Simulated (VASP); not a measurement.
Input of a VASP 6.6.1 run:

The input INCAR:

```
SYSTEM = Pd
  PREC = Accurate
  ENCUT = 520
  EDIFF = 1E-7
  ISMEAR = -1
  SIGMA = 0.1
  LREAL = .False.
  LASPH = .True.
  NELM = 100
  ALGO = Normal
  ISIF = 2
  LWAVE = .False.
  LCHARG = .False.
  GGA = PS
  NBANDS = 28
```

KPOINTS

```
Automatic mesh
0
Gamma
  17 17 5
  0 0 0
```

The input POSCAR:

```
Pd
1.0
    2.7355829045      0.0000000000      0.0000000000
   -1.3677914522      2.3690842894      0.0000000000
    0.0000000000      0.0000000000      9.0160867300
Pd
4
Direct
    0.0000000000      0.0000000000      0.0000000000
    0.0000000000      0.0000000000      0.5000000000
    0.3333333333      0.6666666667      0.2500000000
    0.6666666667      0.3333333333      0.7500000000
```

Potentials or basis: VASP PAW PBE potentials, release 64 (Pd).

Run with:

```console
$ cat potpaw_PBE.64/Pd/POTCAR > POTCAR
$ mpirun -np 1 vasp_std > vasp.out
```

Task: Estimate the pressure.

Result: -0.3 GPa.

Task: What does it give for the band gap on the k mesh?

Result: Zero (bands 20 and 21 overlap by 0.97 eV).

Stress tensor (GPa, compression positive):
```
-0.20  0.00  0.00
 0.00 -0.20  0.00
 0.00  0.00 -0.62
```

Caveat: the PAW data sets were made with another functional, which shifts forces and pressure a little.
